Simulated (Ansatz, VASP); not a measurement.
## FeCo4: VASP beside Ansatz

The input INCAR:

```
  ALGO = Normal
  EDIFF = 1E-6
  ENCUT = 520
  GGA = PE
  ISIF = 2
  ISMEAR = 0
  ISPIN = 2
  LASPH = True
  LCHARG = True
  LELF = True
  LMAXMIX = 4
  LORBIT = 11
  LREAL = False
  LVHAR = True
  LWAVE = False
  MAGMOM = 4 -4 3 -3 3 -3 -3 3 3 3
  NBANDS = 59
  NELM = 150
  PREC = Accurate
  SIGMA = 0.1
```

File KPOINTS:

```
k-points
0
Gamma
  6 6 1
```

The input POSCAR:

```
FeCo4
1.0
    2.4725851600      0.0000000000      0.0000000000
   -1.2362925800      2.1413215600      0.0000000000
    0.0000000000      0.0000000000     20.0886146100
Fe Co
2 8
Direct
    0.3333333300      0.6666666700      0.7500000000
    0.6666666700      0.3333333300      0.2500000000
    0.3333333300      0.6666666700      0.9500000000
    0.3333333300      0.6666666700      0.1500000000
    0.3333333300      0.6666666700      0.3500000000
    0.3333333300      0.6666666700      0.5500000000
    0.6666666700      0.3333333300      0.8500000000
    0.6666666700      0.3333333300      0.0500000000
    0.6666666700      0.3333333300      0.4500000000
    0.6666666700      0.3333333300      0.6500000000
```

Input for Ansatz:

```yaml
crystal:
  lattice:
    - [2.47258516, 0.0, 0.0]
    - [-1.23629258, 2.14132156, 0.0]
    - [0.0, 0.0, 20.08861461]
  atoms:
    - { symbol: Fe, position: [0.33333333, 0.66666667, 0.75], spin: 4.0 }
    - { symbol: Fe, position: [0.66666667, 0.33333333, 0.25], spin: -4.0 }
    - { symbol: Co, position: [0.33333333, 0.66666667, 0.95], spin: 3.0 }
    - { symbol: Co, position: [0.33333333, 0.66666667, 0.15], spin: -3.0 }
    - { symbol: Co, position: [0.33333333, 0.66666667, 0.35], spin: 3.0 }
    - { symbol: Co, position: [0.33333333, 0.66666667, 0.55], spin: -3.0 }
    - { symbol: Co, position: [0.66666667, 0.33333333, 0.85], spin: -3.0 }
    - { symbol: Co, position: [0.66666667, 0.33333333, 0.05], spin: 3.0 }
    - { symbol: Co, position: [0.66666667, 0.33333333, 0.45], spin: 3.0 }
    - { symbol: Co, position: [0.66666667, 0.33333333, 0.65], spin: 3.0 }
basis:
  ecutwfc: 420
kpoints:
  mp_grid: { grid: [6, 6, 1] }
hamiltonian:
  xc: pbe
scf:
  occupations: { method: gaussian, width: 0.1 }
  lower_state_search: "off"
output:
  forces: true
  stress: true
  eigenvalues: true
  populations: true
magnetization:
  spin_polarized: true
```

Alike in both runs: task single point; functional PBE; k mesh 6 × 6 × 1; occupations gaussian, width 0.1 eV; collinear spin.

|  | VASP | Ansatz |
| --- | --- | --- |
| version | VASP 6.6.1 | Ansatz 0.2.0 |
| potentials or method | VASP PAW PBE potentials, release 64 (Fe, Co), cutoff 520 eV | scalar-relativistic, plane waves, PAW |
| valence electrons in the cell | 88 | 168 |

|  | VASP | Ansatz | Ansatz less VASP |
| --- | --- | --- | --- |
| gap on the k mesh at the Fermi level (eV) | none | none | - |
| pressure (GPa) | 4.6 | 5.1 | +0.51 |
| traceless stress, the component that is largest in VASP (GPa) | 1.29 | 1.53 | +0.236 |
| rms of the force components (eV/Å) | 0.174 | 0.177 | +0.0035 |
| net moment per atom (μB) | 1.01 | 1.03 | +0.012 |
| size of the moment on the site where the two differ most (μB) | 1.98 | 1.89 | -0.095 |

Site moments also hang on the region over which each program counts them. Atom by atom the forces differ by 0.012 eV/Å (rms over components). A gap of «none» marks a metal or a gap that the smearing closes. With one functional, cell and mesh, what is left measures potentials, basis and numerics. VASP's potentials hold 88 valence electrons a cell and Ansatz's 168, so a difference there can come from the potentials and not from the codes. Ansatz's warnings: seeded moment not kept.

The k mesh is coarse, so the values compare programs but aren't converged.
